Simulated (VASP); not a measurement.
**Zr12H (a cell with a defect): single point with PBEsol**

The system is Zr12H (a cell with a defect).

```
CELL_PARAMETERS angstrom
6.46000 0.00000 0.00000
-4.84500 8.39179 0.00000
0.00000 0.00000 5.14539
ATOMIC_POSITIONS crystal
Zr 0.00306 0.00167 0.00395
Zr 0.16508 0.22074 0.50429
Zr 0.00075 0.33185 0.00193
Zr 0.16032 0.54766 0.50219
Zr 0.99331 0.66292 0.99356
Zr 0.16082 0.89191 0.50264
Zr 0.50543 0.00578 0.99555
Zr 0.66755 0.22385 0.49873
Zr 0.49893 0.33269 0.99749
Zr 0.66350 0.55298 0.49506
Zr 0.50201 0.66455 0.99543
Zr 0.67945 0.89313 0.50402
H 0.33304 0.77922 0.08278
```

```
Program             : VASP 6.6.1
Task                : single point
Functional          : PBEsol
Potentials or basis : VASP PAW PBE potentials, release 64 (Zr_sv, H)
Cutoff              : 520 eV
k mesh              : 4 × 3 × 4
Occupations         : fermi-dirac, width 0.1 eV
Spin                : no spin polarisation
```

- Pressure: -1.6 GPa
- Largest force: 0.391 eV/Å
- Band gap on the k mesh: zero (an odd number of electrons rules out a gap without spin polarisation)

Forces on the atoms (eV/Å):
```
Zr  -0.011  0.023 -0.008
Zr  -0.007 -0.009 -0.003
Zr  -0.009  0.006 -0.023
Zr  -0.012 -0.004 -0.020
Zr   0.023  0.006 -0.055
Zr  -0.001 -0.005 -0.003
Zr   0.005 -0.020 -0.045
Zr   0.014  0.007 -0.039
Zr   0.012  0.013 -0.048
Zr   0.006  0.001 -0.066
Zr  -0.013 -0.012 -0.067
Zr  -0.009  0.009 -0.014
H    0.004 -0.016  0.391
```

Stress tensor (GPa, compression positive):
```
-2.03  0.05  0.04
 0.05 -1.74 -0.01
 0.04 -0.01 -1.08
```

Levels at points of the mesh, in eV from the Fermi level:
| k point | band 68 | band 69 | band 70 | band 71 | band 72 | band 73 | band 74 | band 75 | band 76 | band 77 |
| --- | --- | --- | --- | --- | --- | --- | --- | --- | --- | --- |
| (0.00, 0.00, 0.00) | -0.66 | -0.42 | -0.26 | 0.14 | 0.35 | 0.38 | 0.55 | 0.77 | 0.77 | 0.81 |
| (0.50, 0.00, 0.00) | -0.88 | -0.80 | -0.70 | -0.61 | -0.55 | 0.08 | 0.25 | 0.35 | 0.49 | 0.50 |
| (0.00, 0.00, 0.50) | -0.74 | -0.72 | -0.69 | -0.21 | 0.00 | 0.15 | 0.25 | 0.31 | 0.31 | 0.43 |
| (0.50, 0.00, 0.50) | -0.77 | -0.75 | -0.73 | -0.68 | -0.56 | -0.23 | -0.05 | -0.03 | -0.01 | 0.01 |

It took 17 min on 1 thread of Intel(R) Xeon(R) Platinum 8259CL CPU @ 2.50GHz (Skylake/Cascade Lake), with other jobs on the host, peak memory 0.6 GiB.

Caveat: the PAW data sets were made with another functional, which shifts forces and pressure a little.
